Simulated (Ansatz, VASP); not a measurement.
# Two plane-wave programs on SnTe3

The input INCAR:

```
SYSTEM = SnTe3
PREC     = Accurate       ! precision mode
ENCUT    = 520            ! plane-wave cutoff, eV
EDIFF    = 1E-6           ! SCF threshold, eV
ISMEAR   = 0              ! smearing method
SIGMA    = 0.1            ! smearing width, eV
LREAL    = .False.        ! projectors in reciprocal space
LASPH    = .True.         ! aspherical terms in the spheres
NELM     = 80             ! most SCF steps
ALGO     = Normal         ! electronic algorithm
ISIF     = 2              ! what is computed and relaxed
LWAVE    = .False.        ! write WAVECAR
LCHARG   = .False.        ! write CHGCAR
GGA      = PE             ! functional
NBANDS   = 24             ! bands
```

File KPOINTS:

```
Automatic mesh
0
Gamma
  4 4 4
  0 0 0
```

POSCAR

```
SnTe3
1.0
   -2.6314224600      3.7001657800      3.7118899400
    2.6314224600     -3.7001657800      3.7118899400
    2.6314224600      3.7001657800     -3.7118899400
Sn Te
1 3
Direct
    0.5000000000      0.5000000000      0.0000000000
    0.0000000000      0.0000000000      0.0000000000
    0.6789495600      0.0000000000      0.6789495600
    0.3210504400      0.0000000000      0.3210504400
```

Input for Ansatz:

```yaml
crystal:
  lattice:
    - [-2.63142246, 3.70016578, 3.71188994]
    - [2.63142246, -3.70016578, 3.71188994]
    - [2.63142246, 3.70016578, -3.71188994]
  atoms:
    - { symbol: Sn, position: [0.5, 0.5, 0.0] }
    - { symbol: Te, position: [0.0, 0.0, 0.0] }
    - { symbol: Te, position: [0.67894956, 0.0, 0.67894956] }
    - { symbol: Te, position: [0.32105044, 0.0, 0.32105044] }
basis:
  ecutwfc: 420
kpoints:
  mp_grid: { grid: [4, 4, 4] }
hamiltonian:
  xc: pbe
scf:
  occupations: { method: gaussian, width: 0.1 }
  lower_state_search: "off"
output:
  forces: true
  stress: true
  eigenvalues: true
```

Alike in both runs: task single point; functional PBE; k mesh 4 × 4 × 4; occupations gaussian, width 0.1 eV; no spin polarisation.

```csv
,VASP,Ansatz
version,VASP 6.6.1,Ansatz 0.2.0
potentials or method,"VASP PAW PBE potentials, release 64 (Sn_d, Te), cutoff 520 eV","scalar-relativistic, plane waves, PAW"
valence electrons in the cell,32,62
```

Ansatz gave:

| Item | Value |
| --- | --- |
| gap on the k mesh at the Fermi level (eV) | none |
| pressure (GPa) | 18.1 |
| traceless stress, the component that is largest in VASP (GPa) | 33.25 |
| rms of the force components (eV/Å) | 1.483 |

**Question.** Which values does VASP return?

**Answer.** gap on the k mesh at the Fermi level (eV): none; pressure (GPa): 18.2; traceless stress, the component that is largest in VASP (GPa): 33.49; rms of the force components (eV/Å): 1.512.

Atom by atom the forces differ by 0.030 eV/Å (rms over components). A gap of «none» marks a metal or a gap that the smearing closes. VASP's potentials hold 32 valence electrons a cell and Ansatz's 62, so a difference there can come from the potentials and not from the codes.

The k mesh is coarse, so the values compare programs but aren't converged. Spin-orbit coupling is off throughout.
